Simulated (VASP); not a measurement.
NaCl: single point with r2SCAN

Crystal: NaCl.

```xyz
2
Lattice="3.3889 0.0000 0.0000 0.0000 3.3889 0.0000 0.0000 0.0000 3.3889" Properties=species:S:1:pos:R:3 pbc="T T T"
Na    0.0000    0.0000    0.0000
Cl    1.6945    1.6945    1.6945
```

This cell differs from its parent crystal: volume changed by -6%.

```
Program                : VASP 6.6.1
Task                   : single point
Functional             : r2SCAN
Potentials or basis    : VASP PAW PBE potentials, release 64 (Na_pv, Cl)
Cutoff                 : 520 eV
k mesh                 : 6 × 6 × 6
Occupations            : gaussian, width 0.01 eV
Spin                   : no spin polarisation
Dipole correction      : no
Further INCAR settings : ALGO = Normal; EDIFF = 1e-07; NBANDS = 14
```

```yaml
Pressure: 2.0 GPa
Band_gap_on_the_k_mesh: 5.20 eV, indirect (least direct gap 5.79 eV)
```

Levels at points of the mesh, in eV from the valence-band top:
```tsv
k point	band 3	band 4	band 5	band 6	band 7	band 8	band 9	band 10	band 11	band 12
(0.00, 0.00, 0.00)	-22.76	-14.34	-0.59	-0.59	-0.59	5.20	9.05	9.05	17.01	17.01
(0.50, 0.00, 0.00)	-22.76	-13.87	-3.43	-0.32	-0.32	8.04	10.25	11.20	12.86	12.86
(0.50, 0.50, 0.00)	-22.75	-13.52	-2.68	-2.68	0.00	6.21	10.86	12.65	12.65	13.39
(0.50, 0.50, 0.50)	-22.80	-13.15	-2.23	-2.23	-2.23	7.74	7.74	7.74	13.79	18.00
```

Wall time 19 s on 1 thread of Intel(R) Xeon(R) 6975P-C (Granite Rapids), with other jobs on the host, peak memory 0.15 GiB.

Caveat: the PAW data sets were made with another functional, which shifts forces and pressure a little. A k mesh can miss the band edges.
